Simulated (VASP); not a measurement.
# BiB (F-43m) in VASP: settings compared, part 2 of 2

VASP 6.6.1. The steps go on from the part before.

### 4 Relaxation of cell and atoms, r2SCAN

Contents of POSCAR:

```
BiB
1.0
    0.0000000000      2.7600269748      2.7600269748
    2.7600269748      0.0000000000      2.7600269748
    2.7600269748      2.7600269748      0.0000000000
B Bi
1 1
Direct
    0.0000000000      0.0000000000      0.0000000000
    0.2500000000      0.2500000000      0.2500000000
```

Contents of INCAR.step1:

```
PREC = Accurate
ENCUT = 600
ISMEAR = -1
SIGMA = 0.02
LREAL = F
LASPH = T
NELM = 60
GGA = PE
ALGO = Normal
EDIFF = 1E-4
LWAVE = T
LCHARG = F
```

Contents of INCAR.step2:

```
PREC = Accurate
ENCUT = 600
EDIFF = 1E-6
ISMEAR = -1
SIGMA = 0.02
LREAL = F
LASPH = T
NELM = 60
ALGO = Normal
ISIF = 3
LWAVE = F
LCHARG = F
METAGGA = R2SCAN
LMIXTAU = T
IBRION = 2
NSW = 80
EDIFFG = -0.005
ISTART = 1
```

Contents of KPOINTS:

```
regular mesh
0
Gamma
  8 8 8
```

Potentials or basis: VASP PAW PBE potentials, release 64 (B, Bi_d).

The run is started by

```sh
$ cat potpaw_PBE.64/B/POTCAR potpaw_PBE.64/Bi_d/POTCAR > POTCAR
$ cp INCAR.step1 INCAR
$ mpirun -np 1 vasp_std > vasp.out
$ cp INCAR.step2 INCAR
$ mpirun -np 1 vasp_std > vasp.out
```

OUTCAR:

```text
PREC = Accurate
   ENCUT = 600
   EDIFF = 1E-6
   ISMEAR = -1
   LREAL = F
   LASPH = T
   NELM = 60
   ISIF = 3
   METAGGA = R2SCAN
   IBRION = 2
   NSW = 80
   EDIFFG = -0.005
   ISTART = 1

 ion  position               nearest neighbor table
   1  0.000  0.000  0.000-   2 2.39   2 2.39   2 2.39   2 2.39
   2  0.250  0.250  0.250-   1 2.39   1 2.39   1 2.39   1 2.39

  LATTYP: Found a face centered cubic cell.
 ALAT       =     5.5200539496

  Lattice vectors:

 A1 = (   0.0000000000,   2.7600269748,   2.7600269748)
 A2 = (   2.7600269748,   0.0000000000,   2.7600269748)
 A3 = (   2.7600269748,   2.7600269748,   0.0000000000)

Analysis of symmetry for initial positions (statically):
=====================================================================
 Subroutine PRICEL returns:
 Original cell was already a primitive cell.

 Routine SETGRP: Setting up the symmetry group for a
 face centered cubic supercell.

 Subroutine GETGRP returns: Found 24 space group operations
 (whereof 24 operations were pure point group operations)
 out of a pool of 48 trial point group operations.

The static configuration has the point symmetry T_d .

Analysis of symmetry for dynamics (positions and initial velocities):
=====================================================================
 Subroutine PRICEL returns:
 Original cell was already a primitive cell.

 Routine SETGRP: Setting up the symmetry group for a
 face centered cubic supercell.

 Subroutine GETGRP returns: Found 24 space group operations
 (whereof 24 operations were pure point group operations)
 out of a pool of 48 trial point group operations.

The dynamic configuration has the point symmetry T_d .

 Subroutine INISYM returns: Found 24 space group operations
 (whereof 24 operations are pure point group operations),
 and found     1 'primitive' translations

----------------------------------------------------------------------------------------

                                     Primitive cell

  volume of cell :      42.0504

  direct lattice vectors                    reciprocal lattice vectors
     0.000000000  2.760026975  2.760026975    -0.181157650  0.181157650  0.181157650
     2.760026975  0.000000000  2.760026975     0.181157650 -0.181157650  0.181157650
     2.760026975  2.760026975  0.000000000     0.181157650  0.181157650 -0.181157650

  length of vectors
     3.903267580  3.903267580  3.903267580     0.313774254  0.313774254  0.313774254

  position of ions in fractional coordinates (direct lattice)
     0.000000000  0.000000000  0.000000000
     0.250000000  0.250000000  0.250000000

  ion indices of the primitive-cell ions
   primitive index   ion index
                 1           1
                 2           2

----------------------------------------------------------------------------------------

 KPOINTS: regular mesh

Automatic generation of k-mesh.
 Grid dimensions read from file:
 generate k-points for:    8    8    8

 Generating k-lattice:

  Cartesian coordinates                     Fractional coordinates (reciprocal lattice)
    -0.022644706  0.022644706  0.022644706     0.125000000  0.000000000  0.000000000
     0.022644706 -0.022644706  0.022644706     0.000000000  0.125000000  0.000000000
[... 51 lines left out ...]
   ICHARG =      0    charge: 1-file 2-atom 10-const
   ISPIN  =      1    spin polarized calculation?
   LNONCOLLINEAR =      F non collinear calculations
   LSORBIT =      F    spin-orbit coupling
   LASPH  =      T    aspherical Exc in radial PAW
   ENCUT  =  600.0 eV  44.10 Ry    6.64 a.u.   7.80  7.80  7.80*2*pi/ulx,y,z
   NELM   =     60;   NELMIN=  2; NELMDL=  0     # of ELM steps
   EDIFF  = 0.1E-05   stopping-criterion for ELM
   LREAL  =      F    real-space projection
   EDIFFG = -.5E-02   stopping-criterion for IOM
   NSW    =     80    number of steps for IOM
   IBRION =      2    ionic relax: 0-MD 1-quasi-New 2-CG
   NFREE  =      1    steps in history (QN), initial steepest desc. (CG)
   ISIF   =      3    stress and relaxation
   ISYM   =      2    0-nonsym 1-usesym 2-fastsym
   POTIM  = 0.5000    time-step for ionic-motion
   TEBEG  =    0.0;   TEEND  =   0.0 temperature during run
   PSTRESS=    0.0 pullay stress
   NELECT =      18.0000    total number of electrons
   NUPDOWN=      -1.0000    fix difference up-down
   EMIN   =  10.00;   EMAX   =-10.00  energy-range for DOS
   EFERMI =   0.00;   METHOD = LEGACY
   ISMEAR =    -1;   SIGMA  =   0.02  broadening in eV -4-tet -1-fermi 0-gaus
   EFERMI_NEDOS =   21; number of points for ismear=-14 and -15
   IALGO  =     38    algorithm
   IMIX   =      4    mixing-type and parameters
     AMIX     =   0.40;   BMIX     =  1.00
     AMIX_MAG =   1.60;   BMIX_MAG =  1.00
  volume/ion in A,a.u.               =      21.03       141.89
  Fermi-wavevector in a.u.,A,eV,Ry     =   1.233793  2.331531 20.711407  1.522245
  Thomas-Fermi vector in A             =   2.368509
   LORBIT       =      0    0 simple, 1 ext, 2 COOP (PROOUT), +10 PAW based schemes
   METAGGA = R2SCAN    functional components
   LHFCALC =     F    Hartree Fock is set to
   AEXX    =    0.0000 exact exchange contribution
   IVDW    =     0    specifies the selected vdW correction
   LEPSILON=     F    determine dielectric tensor
   LRPA    =     F    only Hartree local field effects (RPA)
 conjugate gradient relaxation of ions
 non-spin polarized calculation
  energy-cutoff  :      600.00
  volume of cell :       42.05
 maximum number of plane-waves:      1424
   NGX = 15   NGY = 15   NGZ = 15

--------------------------------------- Ionic step        1  -------------------------------------------

 number of electron      17.9999997 magnetization

 Free energy of the ion-electron system (eV)
  ---------------------------------------------------
  ext. energy  EPLUGINS =         0.00000000
  ---------------------------------------------------
  free energy    TOTEN  =       -64.30667481 eV

  energy without entropy =      -64.30667194  energy(sigma->0) =      -64.30667338

------------------------ aborting loop because EDIFF is reached ----------------------------------------

  FORCE on cell =-STRESS in cart. coord.  units (eV):
  Direction    XX          YY          ZZ          XY          YZ          ZX
  --------------------------------------------------------------------------------------
  -------------------------------------------------------------------------------------
  Total       -0.3429192     -0.3429192     -0.3429192      0.0000000      0.0000000      0.0000000
  in kB      -13.0656899    -13.0656899    -13.0656899      0.0000000      0.0000000      0.0000000
  external PRESSURE =     -13.0656899 kB  Pullay stress =       0.0000000 kB
[... 59 lines left out ...]
--------------------------------------- Ionic step        3  -------------------------------------------

 number of electron      17.9999999 magnetization

 Free energy of the ion-electron system (eV)
  ---------------------------------------------------
  ext. energy  EPLUGINS =         0.00000000
  ---------------------------------------------------
  free energy    TOTEN  =       -64.30960806 eV

  energy without entropy =      -64.30960791  energy(sigma->0) =      -64.30960799

 E-fermi :   7.3056     XC(G=0): -10.7552

 val. band max:        7.0962688196   @ k =   0.0000   0.0000   0.0000
 cond. band min:       7.4931288176   @ k =   0.0000   0.0000   0.0000
 fundamental gap:      0.3968599980
 Fermi energy:         7.3056259244

 k-point     1 :       0.0000    0.0000    0.0000
  band No.  band energies     occupation
      1     -16.7758      2.00000
      2     -16.7758      2.00000
      3     -16.7758      2.00000
      4     -16.6737      2.00000
      5     -16.6737      2.00000
      6      -7.7362      2.00000
      7       7.0963      1.99994
      8       7.0963      1.99994
      9       7.0963      1.99994
     10       7.4931      0.00017
     11      10.0290      0.00000
     12      10.0290      0.00000
     13      10.0290      0.00000
[... 354 lines left out ...]
  band No.  band energies     occupation
      1     -16.7703      2.00000
      2     -16.7404      2.00000
      3     -16.7148      2.00000
      4     -16.6718      2.00000
      5     -16.6565      2.00000
      6      -5.0891      2.00000
      7      -0.8000      2.00000
      8       2.8647      2.00000
      9       4.3719      2.00000
     10       9.5808      0.00000
     11      10.9005      0.00000
     12      12.7269      0.00000
     13      14.4453      0.00000

 [... further k-points ...]

------------------------ aborting loop because EDIFF is reached ----------------------------------------

  FORCE on cell =-STRESS in cart. coord.  units (eV):
  Direction    XX          YY          ZZ          XY          YZ          ZX
  --------------------------------------------------------------------------------------
  -------------------------------------------------------------------------------------
  Total        0.0028797      0.0028797      0.0028797      0.0000000      0.0000000      0.0000000
  in kB        0.1115926      0.1115926      0.1115926      0.0000000      0.0000000      0.0000000
  external PRESSURE =       0.1115926 kB  Pullay stress =       0.0000000 kB
[... 17 lines left out ...]
  FREE ENERGIE OF THE ION-ELECTRON SYSTEM (eV)
  ---------------------------------------------------
  free  energy   TOTEN  =       -64.3096080598 eV

  energy  without entropy=      -64.3096079139  energy(sigma->0) =      -64.30960799

 reached required accuracy - stopping structural energy minimisation
```

OUTCAR.step1:

```text
PREC = Accurate
   ENCUT = 600
   ISMEAR = -1
   LREAL = F
   LASPH = T
   NELM = 60
[... 602 lines left out ...]
 -----------------------------------------------------------------------------------
      0.00000      0.00000      0.00000        -0.000000     -0.000000     -0.000000
      1.38001      1.38001      1.38001         0.000000      0.000000      0.000000
 -----------------------------------------------------------------------------------
    total drift:                                0.000000      0.000000      0.000000

  FREE ENERGIE OF THE ION-ELECTRON SYSTEM (eV)
  ---------------------------------------------------
  free  energy   TOTEN  =        -8.9930830596 eV

  energy  without entropy=       -8.9930560624  energy(sigma->0) =       -8.99306956
```

OSZICAR.step1:

```text
N       E                     dE             d eps       ncg     rms          rms(c)
DAV:   1     0.140586458911E+03    0.14059E+03   -0.10733E+04   754   0.177E+03
DAV:   2     0.445782345044E+00   -0.14014E+03   -0.13645E+03   774   0.405E+02
DAV:   3    -0.943368149026E+01   -0.98795E+01   -0.97214E+01   974   0.106E+02
DAV:   4    -0.967320589611E+01   -0.23952E+00   -0.23929E+00   922   0.183E+01
DAV:   5    -0.967997388639E+01   -0.67680E-02   -0.67675E-02   992   0.270E+00    0.375E+00
DAV:   6    -0.900875445393E+01    0.67122E+00   -0.16306E+00   948   0.997E+00    0.140E+00
DAV:   7    -0.899441273123E+01    0.14342E-01   -0.21644E-01   924   0.260E+00    0.731E-01
DAV:   8    -0.899329006266E+01    0.11227E-02   -0.24226E-02   935   0.181E+00    0.122E-01
DAV:   9    -0.899294100040E+01    0.34906E-03   -0.38473E-03  1078   0.733E-01    0.523E-02
DAV:  10    -0.899305133337E+01   -0.11033E-03   -0.38119E-04   909   0.195E-01    0.260E-02
DAV:  11    -0.899308305955E+01   -0.31726E-04   -0.10009E-04   670   0.112E-01
   1 F= -.89930831E+01 E0= -.89930696E+01  d E =-.269971E-04
```

Run time: 4.1 min. Hardware: 1 thread of Intel Xeon 8259CL, shared host; peak memory 0.21 GiB.

Results:

```yaml
Free_energy: -64.3096 eV
Relaxed_volume: 20.67 Å³/atom
Relaxed_cell: a = 3.881 Å, b = 3.881 Å, c = 3.881 Å, α = 60.00°, β = 60.00°, γ = 60.00°
Space_group_after_relaxing_to_0.1_Å: F-43m (No. 216)
Energy_gained_by_relaxing: 1.5 meV/atom
Ionic_steps: 3
Pressure_after_relaxing: 0.0 GPa
Band_gap_on_the_k_mesh: 0.40 eV
```

Step by step:
```tsv
step	energy change (eV)	largest force (eV/Å)	pressure (GPa)	volume (Å³)
1	0.0000	0.0000	-1.31	42.05
2	-0.0023	0.0000	0.67	41.02
3	-0.0029	0.0000	0.01	41.34
```

Final structure:
```
B Bi
1.0
     0.00000    2.74449    2.74449
     2.74449    0.00000    2.74449
     2.74449    2.74449    0.00000
B Bi
1 1
Direct
  0.00000 0.00000 0.00000
  0.25000 0.25000 0.25000
```

Caveat: the PAW data sets were made with another functional, which shifts forces and pressure a little; spin-orbit coupling is left out, which moves the levels of the heavy elements.

### 5 Overview

```csv
level,potentials or basis,gap on the mesh (eV),pressure (GPa),relaxed volume (Å³/atom)
PBEsol,"VASP PAW PBE potentials, release 64 (B, Bi_d)",0.45,0.0,20.29
LDA,"VASP PAW LDA potentials, release 64 (B, Bi_d)",0.60,0.0,19.82
r2SCAN,"VASP PAW PBE potentials, release 64 (B, Bi_d)",0.40,0.0,20.67
```

Alike in all rows: task relaxation of cell and atoms; no spin polarisation; cell relaxed; k mesh 8 × 8 × 8; cutoff (eV) 600; smearing fermi-dirac 0.02 eV.

Caveats: spin-orbit coupling is left out, which moves the levels of the heavy elements; the PAW data sets were made with another functional, which shifts forces and pressure a little (at least some runs).

Total energies depend on the potentials used, so only differences within one code and one set of settings carry meaning.
